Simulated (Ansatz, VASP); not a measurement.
## LiMgBN2: VASP beside Ansatz

The input INCAR:

```
SYSTEM = LiMgBN2
ALGO = Normal
EDIFF = 1E-6
ENCUT = 520
ISIF = 2
ISMEAR = 0
LASPH = .TRUE.
LCHARG = .FALSE.
LREAL = .FALSE.
LWAVE = .FALSE.
NBANDS = 17
NELM = 60
PREC = Accurate
SIGMA = 0.05
```

File KPOINTS:

```
k-points
0
G
  12 12 12
  0 0 0
```

The input POSCAR:

```
LiMgBN2
1.0
   -1.7970550988      1.7970550988      5.0178171566
    1.7970550988     -1.7970550988      5.0178171566
    1.7970550988      1.7970550988     -5.0178171566
Li Mg B N
1 1 1 2
Direct
    0.2500000000      0.7500000000      0.5000000000
    0.7500000000      0.2500000000      0.5000000000
    0.5000000000      0.5000000000      0.0000000000
    0.6512635000      0.6512635000      0.0000000000
    0.3487365000      0.3487365000      0.0000000000
```

Input for Ansatz:

```yaml
crystal:
  lattice:
    - [-1.7970550988, 1.7970550988, 5.0178171566]
    - [1.7970550988, -1.7970550988, 5.0178171566]
    - [1.7970550988, 1.7970550988, -5.0178171566]
  atoms:
    - { symbol: Li, position: [0.25, 0.75, 0.5] }
    - { symbol: Mg, position: [0.75, 0.25, 0.5] }
    - { symbol: B, position: [0.5, 0.5, 0.0] }
    - { symbol: "N", position: [0.6512635, 0.6512635, 0.0] }
    - { symbol: "N", position: [0.3487365, 0.3487365, 0.0] }
basis:
  ecutwfc: 420
kpoints:
  mp_grid: { grid: [12, 12, 12] }
hamiltonian:
  xc: lda
scf:
  occupations: { method: gaussian, width: 0.05 }
output:
  forces: true
  stress: true
  eigenvalues: true
```

Alike in both runs: task single point; functional LDA; k mesh 12 × 12 × 12; occupations gaussian, width 0.05 eV; no spin polarisation.

|  | VASP | Ansatz |
| --- | --- | --- |
| version | VASP 6.6.1 | Ansatz 0.2.0 |
| potentials or method | VASP PAW LDA potentials, release 64 (Li_sv, Mg, B, N), cutoff 520 eV | scalar-relativistic, plane waves, PAW |
| valence electrons in the cell | 18 | 26 |

Ansatz gave:

- gap on the k mesh at the Fermi level (eV): 2.43
- least direct gap on the mesh (eV): 3.45
- rms of the force components (eV/Å): 2.048

Estimate VASP's values.

gap on the k mesh at the Fermi level (eV): 2.43; least direct gap on the mesh (eV): 3.45; rms of the force components (eV/Å): 2.039.

LDA's correlation is that of Perdew and Zunger in VASP and of Perdew and Wang (1992) in Ansatz. Atom by atom the forces differ by 0.009 eV/Å (rms over components). VASP's potentials hold 18 valence electrons a cell and Ansatz's 26, so a difference there can come from the potentials and not from the codes.

Noted on VASP's run: the cutoff is under 1.25 times that of the potentials, so the pressure is a little rough.
